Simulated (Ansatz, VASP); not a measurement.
## One calculation of Cd3HgTe4, two programs

```
CELL_PARAMETERS angstrom
6.56138 0.00000 0.00000
0.00000 6.56138 0.00000
0.00000 0.00000 6.56138
ATOMIC_POSITIONS crystal
Cd 0.50000 0.00000 0.00000
Cd 0.00000 0.50000 0.00000
Cd 0.00000 0.00000 0.50000
Te 0.75068 0.24932 0.24932
Te 0.24932 0.75068 0.24932
Te 0.24932 0.24932 0.75068
Te 0.75068 0.75068 0.75068
Hg 0.50000 0.50000 0.50000
```

Alike in both runs: task single point; functional PBE; k mesh 4 × 4 × 4; no spin polarisation.

|  | VASP | Ansatz |
| --- | --- | --- |
| version | VASP 6.6.1 | Ansatz 0.2.0 |
| potentials or method | VASP PAW PBE potentials, release 64 (Cd, Te, Hg) | plane waves, PAW |
| plane-wave cutoff (eV) | 520 | 420 |
| occupations | gaussian, width 0.01 eV | fixed |
| valence electrons in the cell | 72 | 144 |

```csv
,VASP,Ansatz,Ansatz less VASP
gap on the k mesh at the Fermi level (eV),0.26,0.26,+0.004
pressure (GPa),1.2,1.1,-0.10
rms of the force components (eV/Å),0.007,0.008,+0.0010
```

VASP's potentials hold 72 valence electrons a cell and Ansatz's 144, so a difference there can come from the potentials and not from the codes.

Neither program's run includes spin-orbit coupling.
